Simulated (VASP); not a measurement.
# Hf (P6_3/mmc) in VASP: further runs

Runs on Hf. Level: PBEsol. Tasks: single point.

Everything below comes from runs of VASP 6.6.1. Logs are shortened: lines on timing, memory, paths and dates and some standing lists are left out, and cuts for length are marked.

## 1. The cell of the first run

The structure is hexagonal, space group P6_3/mmc (No. 194). The conventional cell has a = 3.154 Å, b = 3.154 Å, c = 10.088 Å, α = 90.00°, β = 90.00°, γ = 120.00°. Hf (site symmetry -3m) has 12 Hf at 3.11 to 3.15 Å within 4.1 Å. Hf (site symmetry -6m2) has 12 Hf at 3.11 to 3.15 Å within 4.1 Å.

## 2. Single point, PBEsol

INCAR reads:

```
  ALGO = Normal
  EDIFF = 1E-7
  ENCUT = 520
  GGA = PS
  ISIF = 2
  ISMEAR = -1
  LASPH = T
  LCHARG = F
  LREAL = F
  LWAVE = F
  NBANDS = 28
  NELM = 100
  PREC = Accurate
  SIGMA = 0.1
```

KPOINTS reads:

```
k-points
0
Gamma
  13 13 4
```

POSCAR reads:

```
Hf
1.0
    3.1542965989      0.0000000000      0.0000000000
   -1.5771482994      2.7317009858      0.0000000000
    0.0000000000      0.0000000000     10.0881390220
Hf
4
Direct
    0.0000000000      0.0000000000      0.0000000000
    1.0000000000      0.0000000000      0.5000000000
    0.3333333333      0.6666666667      0.2500000000
    0.6666666667      0.3333333333      0.7500000000
```

Potentials or basis: VASP PAW PBE potentials, release 64 (Hf_pv).

Run with:

```
> cat potpaw_PBE.64/Hf_pv/POTCAR > POTCAR
> mpirun -np 1 vasp_std > vasp.out
```

OUTCAR:

```text
EDIFF = 1E-7
   ENCUT = 520
   GGA = PS
   ISIF = 2
   ISMEAR = -1
   LASPH = T
   LREAL = F
   NELM = 100
   PREC = Accurate

 ion  position               nearest neighbor table
   1  0.000  0.000  0.000-   3 3.11   4 3.11   4 3.11   3 3.11   4 3.11   3 3.11
   2  0.000  0.000  0.500-   3 3.11   4 3.11   4 3.11   3 3.11   4 3.11   3 3.11
   3  0.333  0.667  0.250-   1 3.11   2 3.11   1 3.11   2 3.11   1 3.11   2 3.11
   4  0.667  0.333  0.750-   1 3.11   2 3.11   1 3.11   2 3.11   1 3.11   2 3.11

  LATTYP: Found a hexagonal cell.
 ALAT       =     3.1542965989
 C/A-ratio  =     3.1982214436

  Lattice vectors:

 A1 = (   3.1542965989,   0.0000000000,   0.0000000000)
 A2 = (  -1.5771482994,   2.7317009858,   0.0000000000)
 A3 = (   0.0000000000,   0.0000000000,  10.0881390220)

Analysis of symmetry for initial positions (statically):
=====================================================================
 Subroutine PRICEL returns:
 Original cell was already a primitive cell.

 Routine SETGRP: Setting up the symmetry group for a
 hexagonal supercell.

 Subroutine GETGRP returns: Found 24 space group operations
 (whereof 12 operations were pure point group operations)
 out of a pool of 24 trial point group operations.

The static configuration has the point symmetry D_3d.
 The point group associated with its full space group is D_6h.

Analysis of symmetry for dynamics (positions and initial velocities):
=====================================================================
 Subroutine PRICEL returns:
 Original cell was already a primitive cell.

 Routine SETGRP: Setting up the symmetry group for a
 hexagonal supercell.

 Subroutine GETGRP returns: Found 24 space group operations
 (whereof 12 operations were pure point group operations)
 out of a pool of 24 trial point group operations.

The dynamic configuration has the point symmetry D_3d.
 The point group associated with its full space group is D_6h.

 Subroutine INISYM returns: Found 24 space group operations
 (whereof 12 operations are pure point group operations),
 and found     1 'primitive' translations

----------------------------------------------------------------------------------------

                                     Primitive cell

  volume of cell :      86.9254

  direct lattice vectors                    reciprocal lattice vectors
     3.154296599  0.000000000  0.000000000     0.317027892  0.183036139  0.000000000
    -1.577148299  2.731700986  0.000000000     0.000000000  0.366072277  0.000000000
     0.000000000  0.000000000 10.088139022     0.000000000  0.000000000  0.099126310

  length of vectors
     3.154296599  3.154296599 10.088139022     0.366072277  0.366072277  0.099126310

  position of ions in fractional coordinates (direct lattice)
     0.000000000  0.000000000  0.000000000
     0.000000000  0.000000000  0.500000000
     0.333333333  0.666666667  0.250000000
     0.666666667  0.333333333  0.750000000

  ion indices of the primitive-cell ions
   primitive index   ion index
                 1           1
                 2           2
                 3           3
                 4           4

----------------------------------------------------------------------------------------

 KPOINTS: k-points

Automatic generation of k-mesh.
 Grid dimensions read from file:
 generate k-points for:   13   13    4

 Generating k-lattice:

  Cartesian coordinates                     Fractional coordinates (reciprocal lattice)
     0.024386761  0.014079703  0.000000000     0.076923077  0.000000000  0.000000000
     0.000000000  0.028159406  0.000000000     0.000000000  0.076923077  0.000000000
     0.000000000  0.000000000  0.024781578     0.000000000  0.000000000  0.250000000

  Length of vectors
     0.028159406  0.028159406  0.024781578

  Shift w.r.t. Gamma in fractional coordinates (k-lattice)
     0.000000000  0.000000000  0.000000000

 Subroutine IBZKPT returns following result:
 ===========================================

 Found     63 irreducible k-points:

 Following reciprocal coordinates:
            Coordinates               Weight
  0.000000  0.000000  0.000000      1.000000
  0.076923 -0.000000  0.000000      6.000000
  0.153846  0.000000  0.000000      6.000000
  0.230769 -0.000000  0.000000      6.000000
  0.307692  0.000000  0.000000      6.000000
  0.384615 -0.000000  0.000000      6.000000
[... 16 lines left out ...]
  0.076923 -0.000000  0.250000     12.000000
  0.153846  0.000000  0.250000     12.000000
 [... further k-points ...]
   k-points           NKPTS =     63   k-points in BZ     NKDIM =     63   number of bands    NBANDS=     28
   number of dos      NEDOS =    301   number of ions     NIONS =      4
   total plane-waves  NPLWV =  46080
   dimension x,y,z NGX =    24 NGY =   24 NGZ =   80
   dimension x,y,z NGXF=    48 NGYF=   48 NGZF=  160
   ions per type =               4
   NGX,Y,Z   is equivalent  to a cutoff of  12.65, 12.65, 13.18 a.u.
   NGXF,Y,Z  is equivalent  to a cutoff of  25.30, 25.30, 26.37 a.u.
 SYSTEM =  unknown system
   PREC   = accura    normal or accurate (medium, high low for compatibility)
   ISTART =      0    job   : 0-new  1-cont  2-samecut
   ICHARG =      2    charge: 1-file 2-atom 10-const
   ISPIN  =      1    spin polarized calculation?
   LNONCOLLINEAR =      F non collinear calculations
   LSORBIT =      F    spin-orbit coupling
   LASPH  =      T    aspherical Exc in radial PAW
   ENCUT  =  520.0 eV  38.22 Ry    6.18 a.u.   5.86  5.86 18.76*2*pi/ulx,y,z
   NELM   =    100;   NELMIN=  2; NELMDL= -5     # of ELM steps
   EDIFF  = 0.1E-06   stopping-criterion for ELM
   LREAL  =      F    real-space projection
   EDIFFG = 0.1E-05   stopping-criterion for IOM
   NSW    =      0    number of steps for IOM
   IBRION =     -1    ionic relax: 0-MD 1-quasi-New 2-CG
   NFREE  =      0    steps in history (QN), initial steepest desc. (CG)
   ISIF   =      2    stress and relaxation
   ISYM   =      2    0-nonsym 1-usesym 2-fastsym
   POTIM  = 0.5000    time-step for ionic-motion
   TEBEG  =    0.0;   TEEND  =   0.0 temperature during run
   PSTRESS=    0.0 pullay stress
   NELECT =      40.0000    total number of electrons
   NUPDOWN=      -1.0000    fix difference up-down
   EMIN   =  10.00;   EMAX   =-10.00  energy-range for DOS
   EFERMI =   0.00;   METHOD = LEGACY
   ISMEAR =    -1;   SIGMA  =   0.10  broadening in eV -4-tet -1-fermi 0-gaus
   EFERMI_NEDOS =   21; number of points for ismear=-14 and -15
   IALGO  =     38    algorithm
   IMIX   =      4    mixing-type and parameters
     AMIX     =   0.40;   BMIX     =  1.00
     AMIX_MAG =   1.60;   BMIX_MAG =  1.00
  volume/ion in A,a.u.               =      21.73       146.65
  Fermi-wavevector in a.u.,A,eV,Ry     =   1.263900  2.388424 21.734521  1.597442
  Thomas-Fermi vector in A             =   2.397233
   LORBIT       =      0    0 simple, 1 ext, 2 COOP (PROOUT), +10 PAW based schemes
   GGA     = PS    functional components
   LHFCALC =     F    Hartree Fock is set to
   AEXX    =    0.0000 exact exchange contribution
   IVDW    =     0    specifies the selected vdW correction
   LEPSILON=     F    determine dielectric tensor
   LRPA    =     F    only Hartree local field effects (RPA)
 non-spin polarized calculation
  energy-cutoff  :      520.00
  volume of cell :       86.93
 maximum number of plane-waves:      2362
 NGX is ok and might be reduce to    24
   NGX = 11   NGY = 11   NGZ = 37

 number of electron      39.9999994 magnetization

 Free energy of the ion-electron system (eV)
  ---------------------------------------------------
  ext. energy  EPLUGINS =         0.00000000
  ---------------------------------------------------
  free energy    TOTEN  =       -41.87804636 eV

  energy without entropy =      -41.70663652  energy(sigma->0) =      -41.79234144

 E-fermi :   4.8376     XC(G=0): -11.5268

 val. band max:        4.8310399799   @ k =   0.4615  -0.0000   0.2500
 cond. band min:       4.8395323681   @ k =   0.0769   0.0769   0.0000
 fundamental gap:      0.0084923882
 Fermi energy:         4.8376471787

 k-point     1 :       0.0000    0.0000    0.0000
  band No.  band energies     occupation
      1     -26.0220      2.00000
      2     -25.5851      2.00000
      3     -25.5517      2.00000
      4     -25.2233      2.00000
      5     -25.2233      2.00000
      6     -25.1736      2.00000
[... 20 lines left out ...]
     27       6.7225      0.00000
     28       6.7225      0.00000

 k-point     2 :       0.0769   -0.0000    0.0000
  band No.  band energies     occupation
      1     -26.0050      2.00000
      2     -25.5912      2.00000
      3     -25.5576      2.00000
      4     -25.2607      2.00000
      5     -25.2356      2.00000
      6     -25.2007      2.00000
[... 20 lines left out ...]
     27       6.7684      0.00000
     28       6.8812      0.00000

 k-point     3 :       0.1538    0.0000    0.0000
  band No.  band energies     occupation
      1     -25.9565      2.00000
      2     -25.6192      2.00000
      3     -25.5831      2.00000
      4     -25.3600      2.00000
      5     -25.2762      2.00000
      6     -25.2687      2.00000
[... 20 lines left out ...]
     27       7.1735      0.00000
     28       7.3228      0.00000

 k-point     4 :       0.2308   -0.0000    0.0000
  band No.  band energies     occupation
      1     -25.8838      2.00000
      2     -25.6909      2.00000
      3     -25.6446      2.00000
      4     -25.4933      2.00000
      5     -25.4085      2.00000
      6     -25.3135      2.00000
[... 20 lines left out ...]
     27       7.3692      0.00000
     28       7.7526      0.00000

 k-point     5 :       0.3077    0.0000    0.0000
  band No.  band energies     occupation
      1     -25.8207      2.00000
      2     -25.8021      2.00000
      3     -25.7123      2.00000
      4     -25.6312      2.00000
      5     -25.5606      2.00000
      6     -25.3595      2.00000
[... 20 lines left out ...]
     27       7.6018      0.00000
     28       8.6142      0.00000

 k-point     6 :       0.3846   -0.0000    0.0000
  band No.  band energies     occupation
      1     -25.9089      2.00000
      2     -25.8710      2.00000
      3     -25.7454      2.00000
      4     -25.6830      2.00000
      5     -25.6544      2.00000
      6     -25.3966      2.00000
[... 463 lines left out ...]
      5     -25.6712      2.00000
      6     -25.6345      2.00000
[... 20 lines left out ...]
     27       8.8433      0.00000
     28       9.0948      0.00000

 k-point    22 :       0.0000    0.0000    0.2500
  band No.  band energies     occupation
      1     -25.9886      2.00000
      2     -25.7465      2.00000
      3     -25.3850      2.00000
      4     -25.2185      2.00000
      5     -25.2185      2.00000
      6     -25.1862      2.00000
[... 20 lines left out ...]
     27       6.5985      0.00000
     28       6.5985      0.00000

 k-point    23 :       0.0769   -0.0000    0.2500
  band No.  band energies     occupation
      1     -25.9733      2.00000
      2     -25.7433      2.00000
      3     -25.4013      2.00000
      4     -25.2550      2.00000
      5     -25.2305      2.00000
      6     -25.2170      2.00000
[... 20 lines left out ...]
     27       6.5997      0.00000
     28       6.7312      0.00000

 k-point    24 :       0.1538    0.0000    0.2500
  band No.  band energies     occupation
      1     -25.9300      2.00000
      2     -25.7396      2.00000
      3     -25.4635      2.00000
      4     -25.3496      2.00000
      5     -25.3052      2.00000
      6     -25.2629      2.00000
[... 20 lines left out ...]
     27       6.9253      0.00000
     28       7.1027      0.00000

 [... further k-points ...]
[... 5 lines left out ...]
  --------------------------------------------------------------------------------------
  -------------------------------------------------------------------------------------
  Total       -0.1638853     -0.1638853     -0.2220082     -0.0000000      0.0000000      0.0000000
  in kB       -3.0206734     -3.0206734     -4.0919739     -0.0000000      0.0000000      0.0000000
  external PRESSURE =      -3.3777735 kB  Pullay stress =       0.0000000 kB

 VOLUME and BASIS-vectors are now :
 -----------------------------------------------------------------------------
  energy-cutoff  :      520.00
  volume of cell :       86.93
      direct lattice vectors                 reciprocal lattice vectors
     3.154296599  0.000000000  0.000000000     0.317027892  0.183036139  0.000000000
    -1.577148299  2.731700986  0.000000000     0.000000000  0.366072277  0.000000000
     0.000000000  0.000000000 10.088139022     0.000000000  0.000000000  0.099126310

 POSITION                                       TOTAL-FORCE (eV/Angst)
 -----------------------------------------------------------------------------------
      0.00000      0.00000      0.00000        -0.000000      0.000000      0.000000
      0.00000      0.00000      5.04407        -0.000000      0.000000      0.000000
     -0.00000      1.82113      2.52203        -0.000000      0.000000     -0.000000
      1.57715      0.91057      7.56610         0.000000      0.000000      0.000000
 -----------------------------------------------------------------------------------
    total drift:                               -0.000000      0.000000     -0.000000

  FREE ENERGIE OF THE ION-ELECTRON SYSTEM (eV)
  ---------------------------------------------------
  free  energy   TOTEN  =       -41.8780463568 eV

  energy  without entropy=      -41.7066365158  energy(sigma->0) =      -41.79234144
```

Run time: 72 s. Hardware: 1 thread of Intel Xeon 6975P-C (Granite Rapids), shared host; peak memory 0.27 GiB.

What came out:

| Item | Value |
| --- | --- |
| Free energy | -41.8780 eV |
| Pressure | -0.3 GPa |
| Band gap on the k mesh | zero (band 20 reaches 5.95 eV, above the bottom of band 21 at 4.31 eV) |

Levels at points of the mesh, in eV from the Fermi level:
```tsv
k point	band 18	band 19	band 20	band 21	band 22	band 23
(0.00, 0.00, 0.00)	0.20	0.82	1.05	1.05	1.17	1.17
(0.00, 0.00, 0.50)	0.22	1.01	1.01	1.25	1.25	1.25
```

Caveat: the PAW data sets were made with another functional, which shifts forces and pressure a little; spin-orbit coupling is left out, which moves the levels of the heavy elements.

## 3. Single point, PBEsol (volume scaled by 1.04)

INCAR reads:

```
SYSTEM = Hf
PREC     = Accurate       ! precision mode
ENCUT    = 520            ! plane-wave cutoff, eV
EDIFF    = 1E-6           ! SCF threshold, eV
ISMEAR   = -1             ! smearing method
SIGMA    = 0.1            ! smearing width, eV
LREAL    = .FALSE.        ! projectors in reciprocal space
LASPH    = .TRUE.         ! aspherical terms in the spheres
NELM     = 80             ! most SCF steps
ALGO     = Normal         ! electronic algorithm
ISIF     = 2              ! what is computed and relaxed
LWAVE    = .FALSE.        ! write WAVECAR
LCHARG   = .FALSE.        ! write CHGCAR
GGA      = PS             ! functional
NBANDS   = 28             ! bands
```

KPOINTS reads:

```
Automatic mesh
0
G
  13 13 4
  0 0 0
```

POSCAR reads:

```
Hf
1.0
    3.1958052617      0.0000000000      0.0000000000
   -1.5979026308      2.7676485422      0.0000000000
    0.0000000000      0.0000000000     10.2208929172
Hf
4
Direct
    0.0000000000      0.0000000000      0.0000000000
    1.0000000000      0.0000000000      0.5000000000
    0.3333333333      0.6666666667      0.2500000000
    0.6666666667      0.3333333333      0.7500000000
```

Potentials or basis: VASP PAW PBE potentials, release 64 (Hf_pv).

Run with:

```
> cat potpaw_PBE.64/Hf_pv/POTCAR > POTCAR
> mpirun -np 1 vasp_std > vasp.out
```

Run time: 61 s. Hardware: 1 thread of Intel Xeon 6975P-C (Granite Rapids), shared host; peak memory 0.26 GiB.

The run converged. Its results:

```
Free energy            : -41.8257 eV
Pressure               : -4.4 GPa
Band gap on the k mesh : zero (band 20 reaches 5.67 eV, above the bottom of band 21 at 4.06 eV)
```

Stress tensor (GPa, compression positive):
```
-4.37  0.00  0.00
 0.00 -4.37  0.00
 0.00  0.00 -4.54
```

Levels at points of the mesh, in eV from the Fermi level:
```
           k point  band 16  band 17  band 18  band 19  band 20  band 21  band 22  band 23  band 24  band 25
(0.00, 0.00, 0.00)    -3.60     0.17     0.21     0.68     1.05     1.05     1.16     1.16     1.50     1.64
(0.00, 0.00, 0.50)    -3.98     0.15     0.15     1.01     1.01     1.24     1.24     1.24     1.24     1.51
```

Caveat: the PAW data sets were made with another functional, which shifts forces and pressure a little; spin-orbit coupling is left out, which moves the levels of the heavy elements.

## 4. Single point, PBEsol (volume scaled by 1.08)

INCAR reads:

```
ALGO = Normal ; EDIFF = 1E-6
ENCUT = 520 ; GGA = PS
ISIF = 2 ; ISMEAR = -1
LASPH = T ; LCHARG = F
LREAL = F ; LWAVE = F
NBANDS = 28 ; NELM = 100
PREC = Accurate ; SIGMA = 0.1
```

KPOINTS reads:

```
k-points
0
Gamma
  13 13 4
```

POSCAR reads:

```
Hf
1.0
    3.2362627877      0.0000000000      0.0000000000
   -1.6181313938      2.8026857875      0.0000000000
    0.0000000000      0.0000000000     10.3502850446
Hf
4
Direct
    0.0000000000      0.0000000000      0.0000000000
    1.0000000000      0.0000000000      0.5000000000
    0.3333333333      0.6666666667      0.2500000000
    0.6666666667      0.3333333333      0.7500000000
```

Run with:

```
> cat potpaw_PBE.64/Hf_pv/POTCAR > POTCAR
> mpirun -np 1 vasp_std > vasp.out
```

Wall time 78 s (1 thread of Intel Xeon 6975P-C (Granite Rapids), shared host); peak memory 0.27 GiB.

Results (log left out):

- Free energy: -41.6919 eV
- Pressure: -7.9 GPa
- Band gap on the k mesh: zero (band 20 reaches 5.42 eV, above the bottom of band 21 at 3.84 eV)

Stress tensor (GPa, compression positive):
```
-7.83  0.00  0.00
 0.00 -7.83  0.00
 0.00  0.00 -7.98
```

Levels at points of the mesh, in eV from the Fermi level:
```csv
k point,band 18,band 19,band 20,band 21,band 22,band 23
"(0.00, 0.00, 0.00)",0.21,0.55,1.04,1.04,1.15,1.15
"(0.00, 0.00, 0.50)",0.09,1.00,1.00,1.22,1.22,1.22
```

Caveat: the PAW data sets were made with another functional, which shifts forces and pressure a little; spin-orbit coupling is left out, which moves the levels of the heavy elements.

## 5. The runs side by side

| cell | gap on the mesh (eV) | pressure (GPa) |
| --- | --- | --- |
| a = 3.154, b = 3.154, c = 10.088 Å, angles 90.0, 90.0, 120.0°, 4 atoms | none | -0.3 |
| a = 3.196, b = 3.196, c = 10.221 Å, angles 90.0, 90.0, 120.0°, 4 atoms | none | -4.4 |
| a = 3.236, b = 3.236, c = 10.350 Å, angles 90.0, 90.0, 120.0°, 4 atoms | none | -7.9 |

Alike in all rows: task single point; level PBEsol; potentials or basis VASP PAW PBE potentials, release 64 (Hf_pv); no spin polarisation; k mesh 13 × 13 × 4; cutoff (eV) 520; smearing fermi-dirac 0.1 eV.

Caveats: the PAW data sets were made with another functional, which shifts forces and pressure a little; spin-orbit coupling is left out, which moves the levels of the heavy elements.

Absolute energies hang on the potentials; compare differences alone.
